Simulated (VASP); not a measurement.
# MnO (R-3m) in VASP: further runs

The runs below take MnO through single point, with PBE+U.

All numbers are computed with VASP 6.6.1; they aren't measurements. Logs are shortened: lines on timing, memory, paths and dates and some standing lists are left out, and cuts for length are marked.

### Step 1. The cell of the first run

Symmetry: R-3m, No. 166, trigonal system. The conventional cell has a = 3.228 Å, b = 3.228 Å, c = 7.772 Å, α = 90.00°, β = 90.00°, γ = 120.00°. Within 3.0 Å of Mn (site symmetry -3m) lie 6 O at 2.27 Å. O (site symmetry -3m) has 6 Mn at 2.27 Å within 3.0 Å.

### Step 2. Single point, PBE+U, collinear spin, antiferromagnetic start (11.69 Å³/atom)

INCAR reads:

```
ALGO = Normal
EDIFF = 1E-7
ENCUT = 520
GGA = PE
ISIF = 2
ISMEAR = 0
ISPIN = 2
LASPH = T
LCHARG = T
LDAU = T
LDAUJ = 0 0
LDAUL = 2 -1
LDAUPRINT = 1
LDAUTYPE = 2
LDAUU = 3.9 0
LELF = T
LMAXMIX = 4
LORBIT = 11
LREAL = F
LVHAR = T
LWAVE = F
MAGMOM = 4.72 -4.72 0 0
NBANDS = 31
NELM = 150
PREC = Accurate
SIGMA = 0.05
```

KPOINTS reads:

```
k-points
0
Gamma
  8 8 8
```

POSCAR reads:

```
MnO
1.0
   -2.2306592868     -2.2306592868      4.5134906375
   -4.5134906375     -2.2306592868      2.2306592868
   -2.2306592868     -4.5134906375      2.2306592868
Mn O
2 2
Direct
    0.0000000000      0.0000000000      0.0000000000
    0.5000000000      0.5000000000      0.5000000000
    1.2499999999     -0.7500000001     -0.7500000001
    1.7500000001     -0.2499999999     -0.2499999999
```

Potentials or basis: VASP PAW PBE potentials, release 64 (Mn_pv, O).

The run is started by

```
$ cat potpaw_PBE.64/Mn_pv/POTCAR potpaw_PBE.64/O/POTCAR > POTCAR
$ mpirun -np 1 vasp_std > vasp.out
```

OUTCAR:

```text
EDIFF = 1E-7
   ENCUT = 520
   GGA = PE
   ISIF = 2
   ISMEAR = 0
   ISPIN = 2
   LASPH = T
   LORBIT = 11
   LREAL = F
   NELM = 150
   PREC = Accurate

 ion  position               nearest neighbor table
   1  0.000  0.000  0.000-   4 2.27   3 2.27   4 2.27   4 2.27   3 2.27   3 2.27
   2  0.500  0.500  0.500-   3 2.27   4 2.27   4 2.27   3 2.27   3 2.27   4 2.27
   3  0.250  0.250  0.250-   2 2.27   2 2.27   2 2.27   1 2.27   1 2.27   1 2.27
   4  0.750  0.750  0.750-   2 2.27   2 2.27   2 2.27   1 2.27   1 2.27   1 2.27

  LATTYP: Found a trigonal (rhomboedric) cell.
 ALAT       =     5.5066577379
 COS(alpha) =     0.8281413135

  Lattice vectors:

 A1 = (  -2.2306592868,  -2.2306592868,   4.5134906375)
 A2 = (  -4.5134906375,  -2.2306592868,   2.2306592868)
 A3 = (  -2.2306592868,  -4.5134906375,   2.2306592868)

Analysis of symmetry for initial positions (statically):
=====================================================================
 Subroutine PRICEL returns following result:

  LATTYP: Found a trigonal (rhomboedric) cell.
 ALAT       =     3.1916264425
 COS(alpha) =     0.4884082324
[... 12 lines left out ...]
 Subroutine GETGRP returns: Found 12 space group operations
 (whereof 12 operations were pure point group operations)
 out of a pool of 12 trial point group operations.

The static configuration has the point symmetry D_3d.

Analysis of symmetry for dynamics (positions and initial velocities):
=====================================================================
 Subroutine PRICEL returns following result:

  LATTYP: Found a trigonal (rhomboedric) cell.
 ALAT       =     3.1916264425
 COS(alpha) =     0.4884082324
[... 12 lines left out ...]
 Subroutine GETGRP returns: Found 12 space group operations
 (whereof 12 operations were pure point group operations)
 out of a pool of 12 trial point group operations.

The dynamic configuration has the point symmetry D_3d.

Analysis of structural, dynamic, and magnetic symmetry:
=====================================================================
[... 224 lines left out ...]
  o =  0.0724  v =  0.0280  0.0133  0.9990  0.0147  0.0298  0.0000  0.0000  0.0000  0.0000  0.0000      0.0000  0.0000  0.0000  0.0000  0.0000  0.0000  0.0000  0.0000  0.0000  0.0000
  o =  0.0724  v = -0.0008 -0.0247 -0.0298  0.0238  0.9990  0.0000  0.0000  0.0000  0.0000  0.0000      0.0000  0.0000  0.0000  0.0000  0.0000  0.0000  0.0000  0.0000  0.0000  0.0000
  o =  0.9367  v =  0.0000  0.0000  0.0000  0.0000  0.0000 -0.5774  0.5774  0.0000  0.5774  0.0000      0.0000  0.0000  0.0000  0.0000  0.0000  0.0000  0.0000  0.0000  0.0000  0.0000
  o =  0.9370  v =  0.0000  0.0000  0.0000  0.0000  0.0000  0.8101  0.3169  0.0046  0.4932  0.0006      0.0000  0.0000  0.0000  0.0000  0.0000  0.0000  0.0000  0.0000  0.0000  0.0000
  o =  0.9370  v =  0.0000  0.0000  0.0000  0.0000  0.0000 -0.1018 -0.7525 -0.0006  0.6507  0.0046      0.0000  0.0000  0.0000  0.0000  0.0000  0.0000  0.0000  0.0000  0.0000  0.0000
  o =  0.9714  v =  0.0000  0.0000  0.0000  0.0000  0.0000  0.0000  0.0032  0.0000 -0.0032  1.0000      0.0000  0.0000  0.0000  0.0000  0.0000  0.0000  0.0000  0.0000  0.0000  0.0000
  o =  0.9714  v =  0.0000  0.0000  0.0000  0.0000  0.0000 -0.0037 -0.0019  1.0000 -0.0019 -0.0000      0.0000  0.0000  0.0000  0.0000  0.0000  0.0000  0.0000  0.0000  0.0000  0.0000

 number of electron      37.9999996 magnetization       0.0000000

 Free energy of the ion-electron system (eV)
  ---------------------------------------------------
  ext. energy  EPLUGINS =         0.00000000
  ---------------------------------------------------
  free energy    TOTEN  =       -31.08601716 eV

  energy without entropy =      -31.08601716  energy(sigma->0) =      -31.08601716

 E-fermi :   5.4124     XC(G=0): -11.4686

 val. band max:        5.1938803772   @ k =   0.5000   0.5000   0.5000
 cond. band min:       6.7479153023   @ k =   0.0000   0.0000   0.0000
 fundamental gap:      1.5540349251
 Fermi energy:         5.4124499438

 spin component 1

 k-point     1 :       0.0000    0.0000    0.0000
  band No.  band energies     occupation
      1     -43.6996      1.00000
      2     -43.6619      1.00000
      3     -43.6619      1.00000
      4     -38.7640      1.00000
      5     -38.7270      1.00000
      6     -38.7270      1.00000
[... 1625 lines left out ...]
     30      19.4782      0.00000
     31      19.5826      0.00000

 [... further k-points ...]

------------------------ aborting loop because EDIFF is reached ----------------------------------------

  FORCE on cell =-STRESS in cart. coord.  units (eV):
  Direction    XX          YY          ZZ          XY          YZ          ZX
  --------------------------------------------------------------------------------------
  -------------------------------------------------------------------------------------
  Total       -1.1871866     -1.1871866     -1.1871866     -0.0064951      0.0064951      0.0064951
  in kB      -40.6683614    -40.6683614    -40.6683614     -0.2224977      0.2224977      0.2224977
  external PRESSURE =     -40.6683614 kB  Pullay stress =       0.0000000 kB

 VOLUME and BASIS-vectors are now :
 -----------------------------------------------------------------------------
  energy-cutoff  :      520.00
  volume of cell :       46.77
      direct lattice vectors                 reciprocal lattice vectors
    -2.230659287 -2.230659287  4.513490638     0.108876509  0.108876509  0.329176000
    -4.513490638 -2.230659287  2.230659287    -0.329176000  0.108876509 -0.108876509
    -2.230659287 -4.513490638  2.230659287     0.108876509 -0.329176000 -0.108876509

 POSITION                                       TOTAL-FORCE (eV/Angst)
 -----------------------------------------------------------------------------------
      0.00000      0.00000      0.00000         0.000000     -0.000000     -0.000000
     -4.48740     -4.48740      4.48740         0.000000     -0.000000     -0.000000
     -2.24370     -2.24370      2.24370        -0.000000      0.000000      0.000000
     -6.73111     -6.73111      6.73111        -0.000000     -0.000000     -0.000000
 -----------------------------------------------------------------------------------
    total drift:                               -0.000000     -0.000000      0.000000

  FREE ENERGIE OF THE ION-ELECTRON SYSTEM (eV)
  ---------------------------------------------------
  free  energy   TOTEN  =       -31.0860171554 eV

  energy  without entropy=      -31.0860171554  energy(sigma->0) =      -31.08601716

 total charge

# of ion       s       p       d       tot
------------------------------------------
    1        0.195   6.161   4.934  11.291
    2        0.195   6.161   4.934  11.291
    3        1.555   3.421   0.000   4.976
    4        1.555   3.421   0.000   4.976
--------------------------------------------------
tot          3.500  19.165   9.869  32.534

 magnetization (x)

# of ion       s       p       d       tot
------------------------------------------
    1        0.022   0.020   4.544   4.586
    2       -0.022  -0.020  -4.544  -4.586
    3        0.000   0.000   0.000   0.000
    4        0.000   0.000   0.000   0.000
--------------------------------------------------
tot         -0.000   0.000   0.000   0.000
```

OSZICAR:

```text
N       E                     dE             d eps       ncg     rms          rms(c)
DAV:   1     0.449459019108E+03    0.44946E+03   -0.21044E+04  8212   0.149E+03
DAV:   2     0.186128380891E+01   -0.44760E+03   -0.42038E+03  8375   0.444E+02
DAV:   3    -0.326127831158E+02   -0.34474E+02   -0.33950E+02  9118   0.133E+02
DAV:   4    -0.331361970267E+02   -0.52341E+00   -0.52295E+00  8571   0.173E+01
DAV:   5    -0.331422703835E+02   -0.60734E-02   -0.60731E-02  9264   0.191E+00    0.184E+01
DAV:   6    -0.302869789636E+02    0.28553E+01   -0.18324E+01  9810   0.420E+01    0.173E+01
DAV:   7    -0.310688175432E+02   -0.78184E+00   -0.23301E+00  8239   0.173E+01    0.102E+01
DAV:   8    -0.310400416597E+02    0.28776E-01   -0.53416E-01  9068   0.497E+00    0.729E+00
DAV:   9    -0.310904186362E+02   -0.50377E-01   -0.73523E-02  8606   0.253E+00    0.111E+00
DAV:  10    -0.310857446618E+02    0.46740E-02   -0.14187E-02  8873   0.993E-01    0.288E-01
DAV:  11    -0.310859622232E+02   -0.21756E-03   -0.27408E-03  8872   0.355E-01    0.117E-01
DAV:  12    -0.310859889396E+02   -0.26716E-04   -0.85179E-05  9124   0.119E-01    0.415E-02
DAV:  13    -0.310859921891E+02   -0.32495E-05   -0.23656E-05  8501   0.590E-02    0.363E-02
DAV:  14    -0.310860165476E+02   -0.24359E-04   -0.50683E-06  8480   0.253E-02    0.889E-03
DAV:  15    -0.310860170724E+02   -0.52480E-06   -0.14197E-06  8760   0.895E-03    0.234E-03
DAV:  16    -0.310860171804E+02   -0.10792E-06   -0.71387E-08  6034   0.251E-03    0.184E-03
DAV:  17    -0.310860171554E+02    0.24963E-07   -0.21027E-08  4380   0.149E-03
   1 F= -.31086017E+02 E0= -.31086017E+02  d E =-.553603E-12  mag=     0.0000
```

It took 3.6 min on 1 thread of AMD EPYC 9R45 (Zen 5), shared host; peak memory 0.35 GiB.

Results:

* Free energy: -31.0860 eV
* Pressure: -4.1 GPa
* Band gap on the k mesh: 1.55 eV
* Net moment: 0.00 μB per cell
* Site moments: Mn +4.59, -4.59; O +0.00 μB
* Valence electrons inside the program's atomic spheres: Mn 11.29; O 4.98

Eigenvalues of the final occupation matrices:
```
    site  spin  trace               eigenvalues
site 1 d     1   4.75  0.94 0.94 0.94 0.97 0.97
site 1 d     2   0.20  0.02 0.02 0.02 0.07 0.07
site 2 d     1   0.20  0.02 0.02 0.02 0.07 0.07
site 2 d     2   4.75  0.94 0.94 0.94 0.97 0.97
```

Caveat: the cell stands under tension.

### Step 3. Single point, PBE+U, collinear spin, antiferromagnetic start (11.92 Å³/atom)

This run uses another cell than the first one, of 11.92 Å³/atom.

INCAR reads:

```
  ALGO = Normal
  EDIFF = 1E-6
  ENCUT = 520
  GGA = PE
  ISIF = 2
  ISMEAR = 0
  ISPIN = 2
  LASPH = T
  LCHARG = T
  LDAU = T
  LDAUJ = 0 0
  LDAUL = 2 -1
  LDAUPRINT = 1
  LDAUTYPE = 2
  LDAUU = 3.9 0
  LELF = T
  LMAXMIX = 4
  LORBIT = 11
  LREAL = F
  LVHAR = T
  LWAVE = F
  MAGMOM = 4.74 -4.74 0 0
  NBANDS = 31
  NELM = 150
  PREC = Accurate
  SIGMA = 0.05
```

KPOINTS is that of step 2.

POSCAR reads:

```
MnO
1.0
   -2.2451444933     -2.2451444933      4.5427998395
   -4.5427998395     -2.2451444933      2.2451444933
   -2.2451444933     -4.5427998395      2.2451444933
Mn O
2 2
Direct
    0.0000000000      0.0000000000      0.0000000000
    0.5000000000      0.5000000000      0.5000000000
    1.2499999999     -0.7500000001     -0.7500000001
    1.7500000001     -0.2499999999     -0.2499999999
```

Potentials or basis: VASP PAW PBE potentials, release 64 (Mn_pv, O).

The run is started by

```
$ cat potpaw_PBE.64/Mn_pv/POTCAR potpaw_PBE.64/O/POTCAR > POTCAR
$ mpirun -np 1 vasp_std > vasp.out
```

Run time: 3.2 min. Hardware: 1 thread of AMD EPYC 9R45 (Zen 5), shared host; peak memory 0.35 GiB.

The run converged. Its results:

| Quantity | Value |
| --- | --- |
| Free energy | -31.0571 eV |
| Pressure | -6.4 GPa |
| Band gap on the k mesh | 1.49 eV |
| Net moment | 0.00 μB per cell |
| Site moments | Mn +4.59, -4.59; O +0.00 μB |
| Valence electrons inside the program's atomic spheres | Mn 11.27; O 4.97 |

Levels at points of the mesh, in eV from the valence-band top:
Spin up:
| k point | band 15 | band 16 | band 17 | band 18 | band 19 | band 20 | band 21 | band 22 | band 23 | band 24 |
| --- | --- | --- | --- | --- | --- | --- | --- | --- | --- | --- |
| (0.00, 0.00, 0.00) | -1.41 | -1.41 | -1.32 | -0.53 | -0.53 | 1.49 | 4.76 | 4.84 | 4.84 | 5.40 |
| (0.50, 0.00, 0.00) | -2.44 | -2.39 | -1.84 | -0.60 | -0.26 | 3.77 | 5.30 | 5.64 | 5.64 | 5.86 |
| (0.50, 0.50, 0.00) | -2.39 | -2.29 | -2.02 | -0.35 | -0.29 | 3.95 | 5.49 | 5.51 | 5.65 | 5.80 |
| (0.50, 0.50, 0.50) | -2.06 | -2.00 | -2.00 | 0.00 | 0.00 | 3.82 | 3.84 | 4.78 | 4.78 | 4.86 |
Spin down:
```tsv
k point	band 17	band 18	band 19	band 20	band 21	band 22
(0.00, 0.00, 0.00)	-1.32	-0.53	-0.53	1.49	4.76	4.84
(0.50, 0.00, 0.00)	-1.84	-0.60	-0.26	3.77	5.30	5.64
(0.50, 0.50, 0.00)	-2.02	-0.35	-0.29	3.95	5.49	5.51
(0.50, 0.50, 0.50)	-2.00	0.00	0.00	3.82	3.84	4.78
```

Eigenvalues of the final occupation matrices:
| site | spin | trace | eigenvalues |
| --- | --- | --- | --- |
| site 1 d | 1 | 4.75 | 0.94 0.94 0.94 0.97 0.97 |
| site 1 d | 2 | 0.19 | 0.02 0.02 0.02 0.07 0.07 |
| site 2 d | 1 | 0.19 | 0.02 0.02 0.02 0.07 0.07 |
| site 2 d | 2 | 4.75 | 0.94 0.94 0.94 0.97 0.97 |

Caveat: the cell stands under tension. A k mesh can miss the band edges.
